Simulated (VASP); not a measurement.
# Be18S in VASP: further runs

Runs on Be18S. Level: r2SCAN+D3(BJ). Tasks: single point.

All numbers are computed with VASP 6.6.1; they aren't measurements. Logs are shortened: lines on timing, memory, paths and dates and some standing lists are left out, and cuts for length are marked.

## (1) The cell of the first run

The cell holds a slab with vacuum, 19 atoms: a = 4.580 Å, b = 6.870 Å, c = 16.588 Å, α = 90.00°, β = 90.00°, γ = 60.00°.

## (2) Single point, r2SCAN+D3(BJ)

POSCAR

```
Be18S
1.0
    4.5800000000      0.0000000000      0.0000000000
    3.4350000000      5.9495950000      0.0000000000
    0.0000000000      0.0000000000     16.5884300000
Be S
18 1
Direct
    0.0000000000      0.0000000000      0.0602829804
    0.5000000000      0.0000000000      0.0602829804
    0.0000000420      0.3333332773      0.0602829804
    0.5000000420      0.3333332773      0.0602829804
   -0.0000000420      0.6666667227      0.0602829804
    0.4999999580      0.6666667227      0.0602829804
   -0.1639598548      0.2251761675      0.1713789069
    0.3392758099      0.2269626756      0.1706869788
   -0.1688147782      0.5514913200      0.1679826843
    0.3328897378      0.5537953424      0.1710685098
   -0.1709192653      0.8859039985      0.1667916735
    0.3402299540      0.8827859711      0.1704659211
   -0.0058803500     -0.0045088783      0.2750791968
    0.5050655304      0.0015533830      0.2770601558
    0.0308112408      0.3171462932      0.2802613026
    0.5222149093      0.3360514455      0.2854614933
   -0.0203574409      0.6754908527      0.2769041434
    0.4701544489      0.6837416664      0.2820892031
    0.7249531110      0.4760127370      0.3733538979
```

INCAR.step1

```
PREC     = Accurate       # precision mode
ENCUT    = 520            # plane-wave cutoff, eV
ISMEAR   = 0              # smearing method
SIGMA    = 0.05           # smearing width, eV
LREAL    = Auto         
LASPH    = True           # aspherical terms in the spheres
NELM     = 60             # most SCF steps
NBANDS   = 36             # bands
GGA      = PE             # functional
ALGO     = Normal         # electronic algorithm
EDIFF    = 1E-4           # SCF threshold, eV
LWAVE    = True           # write WAVECAR
LCHARG   = False          # write CHGCAR
```

INCAR.step2

```
PREC     = Accurate       # precision mode
ENCUT    = 520            # plane-wave cutoff, eV
EDIFF    = 1E-6           # SCF threshold, eV
ISMEAR   = 0              # smearing method
SIGMA    = 0.05           # smearing width, eV
LREAL    = Auto         
LASPH    = True           # aspherical terms in the spheres
NELM     = 60             # most SCF steps
ALGO     = Normal         # electronic algorithm
ISIF     = 2              # what is computed and relaxed
LWAVE    = False          # write WAVECAR
LCHARG   = True           # write CHGCAR
METAGGA  = R2SCAN         # meta-GGA
LMIXTAU  = True         
IVDW     = 12             # dispersion correction
VDW_S6   = 1.0          
VDW_S8   = 0.78981345   
VDW_A1   = 0.49484001   
VDW_A2   = 5.73083694   
LELF     = True           # ELF
LVHAR    = True         
NBANDS   = 36             # bands
ISTART   = 1
```

KPOINTS

```
regular mesh
0
Gamma
  5 4 1
```

Potentials or basis: VASP PAW PBE potentials, release 64 (Be, S).

On the command line:

```bash
cat potpaw_PBE.64/Be/POTCAR potpaw_PBE.64/S/POTCAR > POTCAR
cp INCAR.step1 INCAR
mpirun -np 1 vasp_std > vasp.out
cp INCAR.step2 INCAR
mpirun -np 1 vasp_std > vasp.out
```

OUTCAR:

```text
PREC = Accurate
   ENCUT = 520
   EDIFF = 1E-6
   ISMEAR = 0
   LREAL = Auto
   LASPH = True
   NELM = 60
   ISIF = 2
   METAGGA = R2SCAN
   IVDW = 12
   ISTART = 1
 IVDW          = 12

 ion  position               nearest neighbor table
   1  0.000  0.000  0.060-  11 2.23  12 2.27   7 2.28   5 2.29   3 2.29   6 2.29   4 2.29   2 2.29
                             2 2.29
   2  0.500  0.000  0.060-  11 2.20  12 2.26   8 2.28   6 2.29   4 2.29   3 2.29   5 2.29   1 2.29
                             1 2.29
   3  0.000  0.333  0.060-   9 2.21   7 2.25   8 2.27   1 2.29   2 2.29   4 2.29   4 2.29   6 2.29
                             5 2.29
   4  0.500  0.333  0.060-   8 2.23  10 2.26   7 2.27   2 2.29   1 2.29   3 2.29   3 2.29   5 2.29
                             6 2.29
   5  1.000  0.667  0.060-  11 2.20   9 2.24  10 2.26   1 2.29   2 2.29   6 2.29   6 2.29   4 2.29
                             3 2.29
   6  0.500  0.667  0.060-   9 2.22  12 2.23  10 2.27   2 2.29   1 2.29   5 2.29   5 2.29   3 2.29
                             4 2.29
   7  0.836  0.225  0.171-  13 2.20   9 2.23  15 2.24   3 2.25  16 2.27   8 2.27   4 2.27   1 2.28
                            10 2.28   8 2.31  12 2.33  11 2.35
   8  0.339  0.227  0.171-  15 2.19  14 2.22   4 2.23  10 2.23   7 2.27   3 2.27   2 2.28   9 2.28
                            11 2.30   7 2.31  16 2.35  12 2.36
   9  0.831  0.551  0.168-   3 2.21   6 2.22   7 2.23   5 2.24  17 2.24  12 2.26  10 2.27   8 2.28
[... 4 lines left out ...]
                            10 2.30   8 2.30  12 2.33   7 2.35
  12  0.340  0.883  0.170-  18 2.20  13 2.21  14 2.23   6 2.23  11 2.25   2 2.26   9 2.26   1 2.27
                            10 2.28   7 2.33  11 2.33   8 2.36
  13  0.994  0.995  0.275-  18 2.16   7 2.20  12 2.21  14 2.22  11 2.22  17 2.23  16 2.26  15 2.30
                            14 2.36
  14  0.505  0.002  0.277-  15 2.17  17 2.21   8 2.22  13 2.22  12 2.23  11 2.24  18 2.27  16 2.34
                            13 2.36
  15  0.031  0.317  0.280-  19 2.00  14 2.17   8 2.19   7 2.24  16 2.27  13 2.30  16 2.32   9 2.33
                            17 2.35
  16  0.522  0.336  0.285-  19 2.19  13 2.26   7 2.27  15 2.27  18 2.28  10 2.30  15 2.32  14 2.34
                             8 2.35
  17  0.980  0.675  0.277-  14 2.21  11 2.21  13 2.23   9 2.24  10 2.25  18 2.28  18 2.31  15 2.35

  18  0.470  0.684  0.282-  19 2.01  13 2.16  12 2.20  10 2.27  14 2.27  17 2.28  16 2.28  17 2.31
                             9 2.37
  19  0.725  0.476  0.373-  15 2.00  18 2.01  16 2.19

  LATTYP: Found a simple monoclinic cell.
 ALAT       =     4.5800000000
 B/A-ratio  =     3.6219279476
 C/A-ratio  =     1.3228757576
 COS(beta)  =    -0.1889822219

  Lattice vectors:

 A1 = (   4.5800000000,   0.0000000000,   0.0000000000)
 A2 = (   0.0000000000,   0.0000000000, -16.5884300000)
 A3 = (  -1.1450000000,   5.9495950000,   0.0000000000)

Analysis of symmetry for initial positions (statically):
[... 157 lines left out ...]
   NUPDOWN=      -1.0000    fix difference up-down
   EMIN   =  10.00;   EMAX   =-10.00  energy-range for DOS
   EFERMI =   0.00;   METHOD = LEGACY
   ISMEAR =     0;   SIGMA  =   0.05  broadening in eV -4-tet -1-fermi 0-gaus
   EFERMI_NEDOS =   21; number of points for ismear=-14 and -15
   IALGO  =     38    algorithm
   IMIX   =      4    mixing-type and parameters
     AMIX     =   0.40;   BMIX     =  1.00
     AMIX_MAG =   1.60;   BMIX_MAG =  1.00
  volume/ion in A,a.u.               =      23.79       160.55
  Fermi-wavevector in a.u.,A,eV,Ry     =   0.741490  1.401213  7.480581  0.549807
  Thomas-Fermi vector in A             =   1.836143
   LORBIT       =      0    0 simple, 1 ext, 2 COOP (PROOUT), +10 PAW based schemes
   METAGGA = R2SCAN    functional components
   LHFCALC =     F    Hartree Fock is set to
   AEXX    =    0.0000 exact exchange contribution
   IVDW    =    12    specifies the selected vdW correction
   LEPSILON=     F    determine dielectric tensor
   LRPA    =     F    only Hartree local field effects (RPA)
 non-spin polarized calculation
 Gauss-broadening in eV      SIGMA  =   0.05
  energy-cutoff  :      520.00
  volume of cell :      452.02
 maximum number of plane-waves:     12198
 NGX is ok and might be reduce to    36
   NGX = 17   NGY = 25   NGZ = 61

 number of electron      42.0000000 magnetization

 Free energy of the ion-electron system (eV)
  ---------------------------------------------------
  ext. energy  EPLUGINS =         0.00000000
  ---------------------------------------------------
  free energy    TOTEN  =       -81.38305221 eV

  energy without entropy =      -81.37636651  energy(sigma->0) =      -81.37970936

 E-fermi :  -0.9406     XC(G=0):  -5.0610

 val. band max:       -0.9763064140   @ k =  -0.4000   0.2500   0.0000
 cond. band min:      -0.8707798564   @ k =   0.4000   0.5000   0.0000
 fundamental gap:      0.1055265577
 Fermi energy:        -0.9406047961

 k-point     1 :       0.0000    0.0000    0.0000
  band No.  band energies     occupation
      1     -15.2219      2.00000
      2     -11.3618      2.00000
      3      -8.9360      2.00000
      4      -8.1423      2.00000
      5      -8.0390      2.00000
      6      -6.2681      2.00000
[... 385 lines left out ...]
     32       4.3032      0.00000
     33       4.5687      0.00000
 [bands above 33 left out]

------------------------ aborting loop because EDIFF is reached ----------------------------------------

 Edisp (eV)   -1.84295

 E8    (eV) :    -0.5109

  FORCE on cell =-STRESS in cart. coord.  units (eV):
  Direction    XX          YY          ZZ          XY          YZ          ZX
  --------------------------------------------------------------------------------------
  -------------------------------------------------------------------------------------
  Total     -14.24028    -9.31397     0.11311    -2.10655    -0.00286     0.00027
  in kB     -50.47438   -33.01316     0.40093    -7.46661    -0.01015     0.00095
  external pressure =      -27.70 kB  Pullay stress =        0.00 kB

 VOLUME and BASIS-vectors are now :
 -----------------------------------------------------------------------------
  energy-cutoff  :      520.00
  volume of cell :      452.02
      direct lattice vectors                 reciprocal lattice vectors
     4.580000000  0.000000000  0.000000000     0.218340611 -0.126059001  0.000000000
     3.435000000  5.949595000  0.000000000     0.000000000  0.168078668  0.000000000
     0.000000000  0.000000000 16.588430000     0.000000000  0.000000000  0.060282980

 POSITION                                       TOTAL-FORCE (eV/Angst)
 -----------------------------------------------------------------------------------
      0.00000      0.00000      1.00000         0.120846      0.072357     -0.070748
      2.29000      0.00000      1.00000        -0.220383      0.105249     -0.118684
      1.14500      1.98320      1.00000         0.082638     -0.120770     -0.119586
      3.43500      1.98320      1.00000        -0.019421      0.028752      0.213621
      6.87000      3.96640      1.00000         0.032910     -0.111987      0.081728
      4.58000      3.96640      1.00000         0.004834      0.026348     -0.034310
[... 11 lines left out ...]
      4.50196      4.06799      4.67942         0.002229      0.002141     -0.002194
      4.95539      2.83208      6.19336         0.002563     -0.002951      0.017557
 -----------------------------------------------------------------------------------
    total drift:                               -0.000312     -0.000920     -0.001440

  FREE ENERGIE OF THE ION-ELECTRON SYSTEM (eV)
  ---------------------------------------------------
  free  energy   TOTEN  =       -83.2260071709 eV

  energy  without entropy=      -83.2193214640  energy(sigma->0) =      -83.22266432
```

OUTCAR.step1:

```text
PREC = Accurate
   ENCUT = 520
   ISMEAR = 0
   LREAL = Auto
   LASPH = True
   NELM = 60
[... 678 lines left out ...]
      6.87000      3.96640      1.00000         0.035012     -0.103470      0.059611
      4.58000      3.96640      1.00000        -0.001010      0.028897     -0.045289
[... 11 lines left out ...]
      4.50196      4.06799      4.67942        -0.025846      0.054550     -0.035769
      4.95539      2.83208      6.19336        -0.003898     -0.005889      0.160397
 -----------------------------------------------------------------------------------
    total drift:                               -0.000279     -0.000680      0.000171

  FREE ENERGIE OF THE ION-ELECTRON SYSTEM (eV)
  ---------------------------------------------------
  free  energy   TOTEN  =       -67.3098420514 eV

  energy  without entropy=      -67.3021653221  energy(sigma->0) =      -67.30600369
```

Run time: 17 min. Hardware: 1 thread of Intel Xeon 6975P-C (Granite Rapids), shared host; peak memory 0.64 GiB.

What came out:

```yaml
Free_energy: -83.2260 eV
Largest_force: 0.272 eV/Å
Band_gap_on_the_k_mesh: zero (bands 21 and 22 overlap by 0.54 eV)
Dispersion_energy_per_atom: -0.097 eV
```

Forces on the atoms (eV/Å):
```
Be   0.121  0.072 -0.071
Be  -0.220  0.105 -0.119
Be   0.083 -0.121 -0.120
Be  -0.019  0.029  0.214
Be   0.033 -0.112  0.082
Be   0.005  0.026 -0.034
Be   0.000 -0.002 -0.003
Be  -0.001  0.001  0.004
Be   0.000  0.000  0.007
Be   0.000  0.000  0.003
Be   0.001  0.001 -0.003
Be  -0.002  0.001  0.001
Be   0.000  0.003  0.009
Be   0.001  0.000  0.008
Be   0.005  0.002 -0.001
Be  -0.006  0.002  0.004
Be  -0.004 -0.008  0.003
Be   0.002  0.002 -0.002
S    0.003 -0.003  0.018
```

Caveat: there is no dipole correction, which matters where the two faces differ; the PAW data sets were made with another functional, which shifts forces and pressure a little.

## (3) Single point, r2SCAN+D3(BJ)

POSCAR

```
Be18S
1.0
    4.5800000000      0.0000000000      0.0000000000
    3.4350000000      5.9495950000      0.0000000000
    0.0000000000      0.0000000000     16.5884300000
Be S
18 1
Direct
    0.0000000000      0.0000000000      0.0602829804
    0.5000000000      0.0000000000      0.0602829804
    0.0000000420      0.3333332773      0.0602829804
    0.5000000420      0.3333332773      0.0602829804
   -0.0000000420      0.6666667227      0.0602829804
    0.4999999580      0.6666667227      0.0602829804
   -0.1681307911      0.2235429470      0.1707430420
    0.3356512371      0.2258143622      0.1689324427
   -0.1728979201      0.5503946067      0.1667634610
    0.3298483321      0.5494910158      0.1727018169
   -0.1707500274      0.8836058589      0.1691157632
    0.3379547722      0.8852323562      0.1707248968
   -0.0084032857     -0.0029018782      0.2753584275
    0.5027490226      0.0028964997      0.2761346915
    0.0302628666      0.3112500935      0.2798798319
    0.5229457894      0.3280877102      0.2803860281
   -0.0239762866      0.6685011333      0.2839635216
    0.4611361789      0.6837203205      0.2800951024
    0.7769562927      0.5203278542      0.3708785581
```

INCAR.step1

```
ALGO = Normal
EDIFF = 1E-4
ENCUT = 520
GGA = PE
ISMEAR = 0
LASPH = T
LCHARG = F
LREAL = Auto
LWAVE = T
NBANDS = 36
NELM = 60
PREC = Accurate
SIGMA = 0.05
```

INCAR.step2

```
ALGO = Normal
EDIFF = 1E-6
ENCUT = 520
ISIF = 2
ISMEAR = 0
ISTART = 1
IVDW = 12
LASPH = T
LCHARG = F
LMIXTAU = T
LREAL = Auto
LWAVE = F
METAGGA = R2SCAN
NBANDS = 36
NELM = 60
PREC = Accurate
SIGMA = 0.05
VDW_A1 = 0.49484001
VDW_A2 = 5.73083694
VDW_S6 = 1.0
VDW_S8 = 0.78981345
```

KPOINTS

```
k-points
0
Gamma
  5 4 1
```

Potentials or basis: VASP PAW PBE potentials, release 64 (Be, S).

On the command line:

```bash
cat potpaw_PBE.64/Be/POTCAR potpaw_PBE.64/S/POTCAR > POTCAR
cp INCAR.step1 INCAR
mpirun -np 1 vasp_std > vasp.out
cp INCAR.step2 INCAR
mpirun -np 1 vasp_std > vasp.out
```

Run time: 13 min. Hardware: 1 thread of Intel Xeon 6975P-C (Granite Rapids), shared host; peak memory 0.62 GiB.

It converged, with:

* Free energy: -83.3493 eV
* Largest force: 0.404 eV/Å
* Band gap on the k mesh: zero (bands 21 and 22 overlap by 0.53 eV)
* Dispersion energy per atom: -0.097 eV

Forces on the atoms (eV/Å):
```
Be   0.102 -0.074 -0.106
Be  -0.221 -0.028 -0.002
Be   0.010 -0.122 -0.149
Be   0.054  0.111  0.257
Be   0.085 -0.083  0.103
Be  -0.154  0.103 -0.106
Be  -0.017 -0.012 -0.015
Be  -0.022 -0.008 -0.024
Be  -0.019 -0.005 -0.008
Be  -0.027 -0.016  0.025
Be  -0.003 -0.013  0.032
Be  -0.005  0.013  0.000
Be  -0.006  0.010  0.015
Be  -0.004  0.008 -0.004
Be  -0.016 -0.029 -0.007
Be  -0.021 -0.035 -0.066
Be  -0.036 -0.041  0.103
Be  -0.036 -0.002 -0.031
S    0.336  0.223 -0.020
```

Levels at points of the mesh, in eV from the Fermi level:
```tsv
k point	band 18	band 19	band 20	band 21	band 22	band 23	band 24	band 25
(0.00, 0.00, 0.00)	-1.74	-1.63	-0.54	-0.32	0.21	1.18	2.59	2.79
(0.00, 0.50, 0.00)	-1.91	-1.49	-1.24	-0.41	-0.30	-0.05	2.00	2.90
```

Caveat: there is no dipole correction, which matters where the two faces differ; the PAW data sets were made with another functional, which shifts forces and pressure a little.

(Continued in part 2 of 2.)

The gap in the log of VASP goes by the Fermi energy; the results here count the filled bands.